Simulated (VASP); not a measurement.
Crystal: Cd2Se3S.

```
Cd Se S
1.0
     3.71319    0.00000    0.00000
     0.00000    3.71319    0.00000
     0.00000    0.00000   10.43498
Cd Se S
2 3 1
Direct
  0.00000 0.50000 0.70829
  0.50000 0.00000 0.29171
  0.50000 0.50000 0.00000
  0.00000 0.50000 0.35844
  0.50000 0.00000 0.64156
  0.00000 0.00000 0.00000
```

The cell was built from a structure type or drawn by symmetry, and may not be a known phase.

| Quantity | Value |
| --- | --- |
| Program | VASP 6.6.1 |
| Task | relaxation of cell and atoms |
| Functional | PBE |
| Potentials or basis | VASP PAW PBE potentials, release 64 (Cd, Se, S) |
| Cutoff | 600 eV |
| k mesh | 6 × 6 × 2 |
| Occupations | gaussian, width 0.1 eV |
| Spin | no spin polarisation |

At the start: pressure 1.0 GPa; volume 23.98 Å³/atom.

Question: How do energy, volume and symmetry change on relaxing?

Answer: Over 38 steps the energy falls by 71.5 meV/atom and the volume is 27.21 Å³/atom (+13.5 %); space group P-4m2 (No. 115, to 0.1 Å) before and after.

The path:
| step | energy change (eV) | largest force (eV/Å) | pressure (GPa) | volume (Å³) |
| --- | --- | --- | --- | --- |
| 1 | 0.0000 | 0.0403 | 0.99 | 143.87 |
| 2 | -0.0055 | 0.1066 | -0.38 | 146.99 |
| 3 | -0.0070 | 0.0868 | 0.04 | 145.99 |
| 4 | -0.0084 | 0.0817 | 0.03 | 146.34 |
| 5 | -0.0116 | 0.0703 | 0.01 | 147.38 |
| 6 | -0.0138 | 0.0494 | 0.00 | 149.45 |
| 7 | -0.0153 | 0.0552 | -0.17 | 150.02 |
| 8 | -0.0159 | 0.0610 | -0.32 | 150.53 |
| 9 | -0.0165 | 0.0586 | -0.28 | 150.44 |
| 10 | -0.0182 | 0.0493 | -0.13 | 150.19 |
| 11 | -0.0200 | 0.0567 | 0.15 | 149.69 |
| 12 | -0.0202 | 0.0722 | 0.28 | 149.46 |
| 13 | -0.0208 | 0.0775 | 0.26 | 149.49 |
| 14 | -0.0227 | 0.0924 | 0.22 | 149.58 |
| 15 | -0.0265 | 0.1187 | 0.12 | 149.76 |
| 16 | -0.0373 | 0.1605 | -0.13 | 150.11 |
| 17 | -0.0834 | 0.2693 | -0.76 | 150.74 |
| 18 | -0.2094 | 0.2657 | -1.88 | 151.78 |
| 19 | -0.2069 | 0.1799 | -1.90 | 151.90 |
| 20 | -0.2097 | 0.2439 | -1.89 | 151.82 |
| 21 | -0.2057 | 0.1757 | 3.77 | 141.68 |
| 22 | -0.2768 | 0.1985 | 0.62 | 146.65 |
| 23 | -0.2990 | 0.2396 | 0.41 | 148.58 |
| 24 | -0.3282 | 0.3216 | -0.03 | 154.33 |
| 25 | -0.3538 | 0.2909 | -0.25 | 155.95 |
| 26 | -0.3966 | 0.1300 | -0.74 | 160.36 |
| 27 | -0.3995 | 0.0506 | -0.86 | 162.23 |
| 28 | -0.4080 | 0.1020 | -0.51 | 162.03 |
| 29 | -0.4136 | 0.1913 | 0.09 | 161.69 |
| 30 | -0.4190 | 0.1583 | 0.14 | 161.82 |
| 31 | -0.4270 | 0.0715 | 0.28 | 162.19 |
| 32 | -0.4272 | 0.0586 | 0.31 | 162.25 |
| 33 | -0.4284 | 0.0544 | 0.02 | 163.16 |
| 34 | -0.4284 | 0.0571 | -0.07 | 163.39 |
| 35 | -0.4284 | 0.0565 | -0.05 | 163.32 |
| 36 | -0.4284 | 0.0557 | -0.03 | 163.25 |
| 37 | -0.4287 | 0.0518 | -0.02 | 163.25 |
| 38 | -0.4293 | 0.0384 | -0.01 | 163.25 |

Final structure:
```cif
data_structure
_symmetry_space_group_name_H-M 'P 1'
_symmetry_Int_Tables_number 1
_cell_length_a 3.7963
_cell_length_b 3.7963
_cell_length_c 11.3277
_cell_angle_alpha 90.000
_cell_angle_beta 90.000
_cell_angle_gamma 90.000
_cell_volume 163.25
loop_
_atom_site_label
_atom_site_type_symbol
_atom_site_fract_x
_atom_site_fract_y
_atom_site_fract_z
_atom_site_occupancy
Cd1 Cd 0.00000 0.50000 0.60047 1
Cd2 Cd 0.50000 0.00000 0.39953 1
Se1 Se 0.50000 0.50000 0.00000 1
Se2 Se 0.00000 0.50000 0.34903 1
Se3 Se 0.50000 0.00000 0.65097 1
S1 S 0.00000 0.00000 0.00000 1
```
